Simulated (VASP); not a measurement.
# TiSi2 (Fddd) in VASP: further runs

Runs on TiSi2. Level: PBE. Tasks: single point.

Program: VASP 6.6.1. These are calculated values, not measurements. Logs are shortened: lines on timing, memory, paths and dates and some standing lists are left out, and cuts for length are marked.

### Step 1. The cell of the first run

Symmetry: Fddd, No. 70, orthorhombic system. The conventional cell has a = 4.773 Å, b = 8.236 Å, c = 8.523 Å, α = 90.00°, β = 90.00°, γ = 90.00°. Within 3.3 Å of Ti (site symmetry 222) lie 10 Si at 2.54 to 2.75 Å and 4 Ti at 3.19 Å. Si (site symmetry 2) has 5 Ti at 2.54 to 2.75 Å and 9 Si at 2.54 to 3.19 Å within 3.3 Å.

### Step 2. Single point, PBE

Contents of INCAR:

```
PREC = Accurate ; ENCUT = 520
EDIFF = 1E-6 ; ISMEAR = 0
SIGMA = 0.1 ; LREAL = False
LASPH = True ; NELM = 60
ALGO = Normal ; ISIF = 2
LWAVE = False ; LCHARG = True
GGA = PE ; LELF = True
LVHAR = True ; NBANDS = 29
```

Contents of KPOINTS:

```
Automatic mesh
0
Gamma
  6 6 6
```

Contents of POSCAR:

```
TiSi2
1.0
    0.0000000000      4.1180000000      4.2615000000
    2.3865000000      0.0000000000      4.2615000000
    2.3865000000      4.1180000000      0.0000000000
Ti Si
2 4
Direct
    0.7500000000      0.7500000000      0.7500000000
    0.5000000000      0.5000000000      0.5000000000
    0.0830000000      0.4170000000      0.0830000000
    0.4170000000      0.0830000000      0.4170000000
    0.1670000000      0.8330000000      0.1670000000
    0.8330000000      0.1670000000      0.8330000000
```

Potentials or basis: VASP PAW PBE potentials, release 64 (Ti_sv, Si).

Run with:

```
cat potpaw_PBE.64/Ti_sv/POTCAR potpaw_PBE.64/Si/POTCAR > POTCAR
mpirun -np 1 vasp_std > vasp.out
```

OUTCAR:

```text
PREC = Accurate
   ENCUT = 520
   EDIFF = 1E-6
   ISMEAR = 0
   LREAL = False
   LASPH = True
   NELM = 60
   ISIF = 2
   GGA = PE

 ion  position               nearest neighbor table
   1  0.750  0.750  0.750-   6 2.54   5 2.54   6 2.54   5 2.54   3 2.74   4 2.74   4 2.75   4 2.75
                             3 2.75   3 2.75
   2  0.500  0.500  0.500-   3 2.54   4 2.54   3 2.54   4 2.54   5 2.74   6 2.74   5 2.75   5 2.75
                             6 2.75   6 2.75
   3  0.083  0.417  0.083-   2 2.54   2 2.54   5 2.54   5 2.54   1 2.74   4 2.75   4 2.75   4 2.75
                             1 2.75   1 2.75
   4  0.417  0.083  0.417-   2 2.54   2 2.54   6 2.54   6 2.54   1 2.74   3 2.75   3 2.75   3 2.75
                             1 2.75   1 2.75
   5  0.167  0.833  0.167-   1 2.54   1 2.54   3 2.54   3 2.54   2 2.74   6 2.75   6 2.75   6 2.75
                             2 2.75   2 2.75
   6  0.833  0.167  0.833-   1 2.54   1 2.54   4 2.54   4 2.54   2 2.74   5 2.75   5 2.75   5 2.75
                             2 2.75   2 2.75

  LATTYP: Found a face centered orthorhombic cell.
 ALAT       =     4.7730000000
 B/A-ratio  =     1.7255394930
 C/A-ratio  =     1.7856693903

  Lattice vectors:

 A1 = (   0.0000000000,   4.1180000000,   4.2615000000)
 A2 = (   2.3865000000,   0.0000000000,   4.2615000000)
 A3 = (   2.3865000000,   4.1180000000,   0.0000000000)

Analysis of symmetry for initial positions (statically):
=====================================================================
 Subroutine PRICEL returns:
 Original cell was already a primitive cell.

 Routine SETGRP: Setting up the symmetry group for a
 face centered orthorhombic supercell.

 Subroutine GETGRP returns: Found  8 space group operations
 (whereof  4 operations were pure point group operations)
 out of a pool of  8 trial point group operations.

The static configuration has the point symmetry D_2 .
 The point group associated with its full space group is D_2h.

Analysis of symmetry for dynamics (positions and initial velocities):
=====================================================================
 Subroutine PRICEL returns:
 Original cell was already a primitive cell.

 Routine SETGRP: Setting up the symmetry group for a
 face centered orthorhombic supercell.

 Subroutine GETGRP returns: Found  8 space group operations
 (whereof  4 operations were pure point group operations)
 out of a pool of  8 trial point group operations.

The dynamic configuration has the point symmetry D_2 .
 The point group associated with its full space group is D_2h.

 Subroutine INISYM returns: Found  8 space group operations
 (whereof  4 operations are pure point group operations),
 and found     1 'primitive' translations

----------------------------------------------------------------------------------------

                                     Primitive cell

  volume of cell :      83.7607

  direct lattice vectors                    reciprocal lattice vectors
     0.000000000  4.118000000  4.261500000    -0.209511837  0.121418164  0.117329579
     2.386500000  0.000000000  4.261500000     0.209511837 -0.121418164  0.117329579
     2.386500000  4.118000000  0.000000000     0.209511837  0.121418164 -0.117329579

  length of vectors
     5.926070051  4.884236327  4.759548954     0.269079562  0.269079562  0.269079562

  position of ions in fractional coordinates (direct lattice)
     0.750000000  0.750000000  0.750000000
     0.500000000  0.500000000  0.500000000
     0.083000000  0.417000000  0.083000000
     0.417000000  0.083000000  0.417000000
     0.167000000  0.833000000  0.167000000
     0.833000000  0.167000000  0.833000000

  ion indices of the primitive-cell ions
   primitive index   ion index
                 1           1
                 2           2
                 3           3
                 4           4
                 5           5
                 6           6

----------------------------------------------------------------------------------------

 KPOINTS: Automatic mesh

Automatic generation of k-mesh.
 Grid dimensions read from file:
 generate k-points for:    6    6    6

 Generating k-lattice:

  Cartesian coordinates                     Fractional coordinates (reciprocal lattice)
    -0.034918640  0.020236361  0.019554930     0.166666667  0.000000000  0.000000000
     0.034918640 -0.020236361  0.019554930     0.000000000  0.166666667  0.000000000
     0.034918640  0.020236361 -0.019554930     0.000000000  0.000000000  0.166666667

  Length of vectors
     0.044846594  0.044846594  0.044846594

  Shift w.r.t. Gamma in fractional coordinates (k-lattice)
     0.000000000  0.000000000  0.000000000

 Subroutine IBZKPT returns following result:
 ===========================================

 Found     46 irreducible k-points:

 Following reciprocal coordinates:
            Coordinates               Weight
  0.000000  0.000000  0.000000      1.000000
  0.166667  0.000000  0.000000      8.000000
  0.333333 -0.000000 -0.000000      8.000000
  0.500000 -0.000000  0.000000      4.000000
  0.166667  0.166667  0.000000      2.000000
  0.333333  0.166667 -0.000000      8.000000
[... 16 lines left out ...]
 -0.166667  0.166667  0.166667      8.000000
  0.500000  0.333333  0.166667      4.000000
 [... further k-points ...]
   k-points           NKPTS =     46   k-points in BZ     NKDIM =     46   number of bands    NBANDS=     29
   number of dos      NEDOS =    301   number of ions     NIONS =      6
   total plane-waves  NPLWV =  62208
   dimension x,y,z NGX =    48 NGY =   36 NGZ =   36
   dimension x,y,z NGXF=    96 NGYF=   72 NGZF=   72
   ions per type =               2   4
   NGX,Y,Z   is equivalent  to a cutoff of  13.47, 12.25, 12.57 a.u.
   NGXF,Y,Z  is equivalent  to a cutoff of  26.93, 24.51, 25.15 a.u.
 SYSTEM =  unknown system
   PREC   = accura    normal or accurate (medium, high low for compatibility)
   ISTART =      0    job   : 0-new  1-cont  2-samecut
   ICHARG =      2    charge: 1-file 2-atom 10-const
   ISPIN  =      1    spin polarized calculation?
   LNONCOLLINEAR =      F non collinear calculations
   LSORBIT =      F    spin-orbit coupling
   LASPH  =      T    aspherical Exc in radial PAW
   ENCUT  =  520.0 eV  38.22 Ry    6.18 a.u.  11.02  9.08  8.85*2*pi/ulx,y,z
   NELM   =     60;   NELMIN=  2; NELMDL= -5     # of ELM steps
   EDIFF  = 0.1E-05   stopping-criterion for ELM
   LREAL  =      F    real-space projection
   EDIFFG = 0.1E-04   stopping-criterion for IOM
   NSW    =      0    number of steps for IOM
   IBRION =     -1    ionic relax: 0-MD 1-quasi-New 2-CG
   NFREE  =      0    steps in history (QN), initial steepest desc. (CG)
   ISIF   =      2    stress and relaxation
   ISYM   =      2    0-nonsym 1-usesym 2-fastsym
   POTIM  = 0.5000    time-step for ionic-motion
   TEBEG  =    0.0;   TEEND  =   0.0 temperature during run
   PSTRESS=    0.0 pullay stress
   NELECT =      40.0000    total number of electrons
   NUPDOWN=      -1.0000    fix difference up-down
   EMIN   =  10.00;   EMAX   =-10.00  energy-range for DOS
   EFERMI =   0.00;   METHOD = LEGACY
   ISMEAR =     0;   SIGMA  =   0.10  broadening in eV -4-tet -1-fermi 0-gaus
   EFERMI_NEDOS =   21; number of points for ismear=-14 and -15
   IALGO  =     38    algorithm
   IMIX   =      4    mixing-type and parameters
     AMIX     =   0.40;   BMIX     =  1.00
     AMIX_MAG =   1.60;   BMIX_MAG =  1.00
  volume/ion in A,a.u.               =      13.96        94.21
  Fermi-wavevector in a.u.,A,eV,Ry     =   1.279621  2.418133 22.278591  1.637430
  Thomas-Fermi vector in A             =   2.412096
   LORBIT       =      0    0 simple, 1 ext, 2 COOP (PROOUT), +10 PAW based schemes
   GGA     = PE    functional components
   LHFCALC =     F    Hartree Fock is set to
   AEXX    =    0.0000 exact exchange contribution
   IVDW    =     0    specifies the selected vdW correction
   LEPSILON=     F    determine dielectric tensor
   LRPA    =     F    only Hartree local field effects (RPA)
 non-spin polarized calculation
 Gauss-broadening in eV      SIGMA  =   0.10
  energy-cutoff  :      520.00
  volume of cell :       83.76
 maximum number of plane-waves:      2276
 NGX is ok and might be reduce to    48
   NGX = 23   NGY = 19   NGZ = 17

 number of electron      40.0000003 magnetization

 Free energy of the ion-electron system (eV)
  ---------------------------------------------------
  ext. energy  EPLUGINS =         0.00000000
  ---------------------------------------------------
  free energy    TOTEN  =       -40.71333091 eV

  energy without entropy =      -40.70410877  energy(sigma->0) =      -40.70871984

 E-fermi :  10.2904     XC(G=0): -11.7437

 val. band max:       10.2795483121   @ k =  -0.3333   0.1667   0.0000
 cond. band min:      10.3063615195   @ k =   0.0000   0.3333   0.3333
 fundamental gap:      0.0268132074
 Fermi energy:        10.2903961777

 k-point     1 :       0.0000    0.0000    0.0000
  band No.  band energies     occupation
      1     -46.0391      2.00000
      2     -46.0103      2.00000
      3     -22.4314      2.00000
      4     -22.4050      2.00000
      5     -22.3330      2.00000
      6     -22.3180      2.00000
[... 21 lines left out ...]
     28      13.9410      0.00000
     29      14.0800      0.00000

 k-point     2 :       0.1667    0.0000    0.0000
  band No.  band energies     occupation
      1     -46.0376      2.00000
      2     -46.0117      2.00000
      3     -22.4301      2.00000
      4     -22.4044      2.00000
      5     -22.3404      2.00000
      6     -22.3179      2.00000
[... 21 lines left out ...]
     28      14.0948      0.00000
     29      14.2492      0.00000

 k-point     3 :       0.3333   -0.0000   -0.0000
  band No.  band energies     occupation
      1     -46.0340      2.00000
      2     -46.0151      2.00000
      3     -22.4304      2.00000
      4     -22.3989      2.00000
      5     -22.3585      2.00000
      6     -22.3147      2.00000
[... 21 lines left out ...]
     28      14.3655      0.00000
     29      14.7197      0.00000

 k-point     4 :       0.5000   -0.0000    0.0000
  band No.  band energies     occupation
      1     -46.0316      2.00000
      2     -46.0174      2.00000
      3     -22.4314      2.00000
      4     -22.3921      2.00000
      5     -22.3714      2.00000
      6     -22.3087      2.00000
[... 21 lines left out ...]
     28      14.5820      0.00000
     29      14.8616      0.00000

 k-point     5 :       0.1667    0.1667    0.0000
  band No.  band energies     occupation
      1     -46.0371      2.00000
      2     -46.0122      2.00000
      3     -22.4240      2.00000
      4     -22.4027      2.00000
      5     -22.3430      2.00000
      6     -22.3140      2.00000
[... 21 lines left out ...]
     28      14.2295      0.00000
     29      14.5414      0.00000
[... 510 lines left out ...]
     28      14.2074      0.00000
     29      15.2164      0.00000

 k-point    22 :      -0.3333    0.1667    0.1667
  band No.  band energies     occupation
      1     -46.0307      2.00000
      2     -46.0184      2.00000
      3     -22.4354      2.00000
      4     -22.4124      2.00000
      5     -22.3517      2.00000
      6     -22.3200      2.00000
[... 21 lines left out ...]
     28      14.1199      0.00000
     29      14.3533      0.00000

 k-point    23 :      -0.1667    0.1667    0.1667
  band No.  band energies     occupation
      1     -46.0339      2.00000
      2     -46.0151      2.00000
      3     -22.4363      2.00000
      4     -22.4190      2.00000
      5     -22.3379      2.00000
      6     -22.3258      2.00000
[... 21 lines left out ...]
     28      14.6419      0.00000
     29      15.2149      0.00000

 k-point    24 :       0.5000    0.3333    0.1667
  band No.  band energies     occupation
      1     -46.0308      2.00000
      2     -46.0184      2.00000
      3     -22.4251      2.00000
      4     -22.3870      2.00000
      5     -22.3703      2.00000
      6     -22.3247      2.00000
[... 21 lines left out ...]
     28      14.2999      0.00000
     29      14.8914      0.00000

 [... further k-points ...]

------------------------ aborting loop because EDIFF is reached ----------------------------------------

  FORCE on cell =-STRESS in cart. coord.  units (eV):
  Direction    XX          YY          ZZ          XY          YZ          ZX
  --------------------------------------------------------------------------------------
  -------------------------------------------------------------------------------------
  Total        1.6340015      1.1749523      0.6959547      0.0000000      0.0000000      0.0000000
  in kB       31.2552353     22.4745257     13.3122439      0.0000000      0.0000000      0.0000000
  external PRESSURE =      22.3473350 kB  Pullay stress =       0.0000000 kB

 VOLUME and BASIS-vectors are now :
 -----------------------------------------------------------------------------
  energy-cutoff  :      520.00
  volume of cell :       83.76
      direct lattice vectors                 reciprocal lattice vectors
     0.000000000  4.118000000  4.261500000    -0.209511837  0.121418164  0.117329579
     2.386500000  0.000000000  4.261500000     0.209511837 -0.121418164  0.117329579
     2.386500000  4.118000000  0.000000000     0.209511837  0.121418164 -0.117329579

 POSITION                                       TOTAL-FORCE (eV/Angst)
 -----------------------------------------------------------------------------------
      3.57975      6.17700      6.39225         0.000000     -0.000000      0.000000
      2.38650      4.11800      4.26150         0.000000     -0.000000      0.000000
      1.19325      0.68359      2.13075        -0.000000      0.167625     -0.000000
      1.19325      3.43441      2.13075        -0.000000     -0.167625     -0.000000
      2.38650      1.37541      4.26150         0.000000     -0.167625      0.000000
      2.38650      6.86059      4.26150         0.000000      0.167625      0.000000
 -----------------------------------------------------------------------------------
    total drift:                               -0.000000     -0.000000      0.000000

  FREE ENERGIE OF THE ION-ELECTRON SYSTEM (eV)
  ---------------------------------------------------
  free  energy   TOTEN  =       -40.7133309136 eV

  energy  without entropy=      -40.7041087656  energy(sigma->0) =      -40.70871984
```

Run time: 1.8 min. Hardware: 1 thread of AMD EPYC 7R13 (Zen 3), shared host; peak memory 0.25 GiB.

Results:

* Free energy: -40.7133 eV
* Pressure: 2.2 GPa
* Largest force: 0.168 eV/Å
* Band gap on the k mesh: zero (band 20 reaches 10.84 eV, above the bottom of band 21 at 9.09 eV)

Forces on the atoms (eV/Å):
```
Ti   0.000  0.000  0.000
Ti   0.000  0.000  0.000
Si   0.000  0.168  0.000
Si   0.000 -0.168  0.000
Si   0.000 -0.168  0.000
Si   0.000  0.168  0.000
```

Stress tensor (GPa, compression positive):
```
3.13 0.00 0.00
0.00 2.25 0.00
0.00 0.00 1.33
```

Levels at points of the mesh, in eV from the Fermi level:
| k point | band 16 | band 17 | band 18 | band 19 | band 20 | band 21 | band 22 | band 23 | band 24 | band 25 |
| --- | --- | --- | --- | --- | --- | --- | --- | --- | --- | --- |
| (0.00, 0.00, 0.00) | -2.71 | -2.32 | -2.02 | -1.79 | -1.58 | -1.00 | 1.94 | 3.13 | 3.23 | 3.31 |
| (0.50, 0.00, 0.00) | -2.57 | -2.05 | -1.16 | -0.12 | 0.10 | 0.96 | 1.28 | 1.70 | 2.17 | 2.59 |
| (0.50, 0.50, 0.00) | -3.08 | -1.68 | -1.68 | -1.11 | -1.11 | 0.73 | 0.73 | 3.15 | 3.15 | 3.34 |
| (0.50, 0.00, 0.50) | -2.50 | -2.48 | -2.48 | -0.92 | -0.92 | 1.19 | 1.19 | 3.21 | 3.21 | 3.32 |
| (0.00, 0.50, 0.50) | -1.35 | -1.34 | -1.34 | -0.73 | -0.73 | 0.85 | 0.85 | 2.21 | 2.21 | 2.99 |

(Part 1 of 2 ends here.)
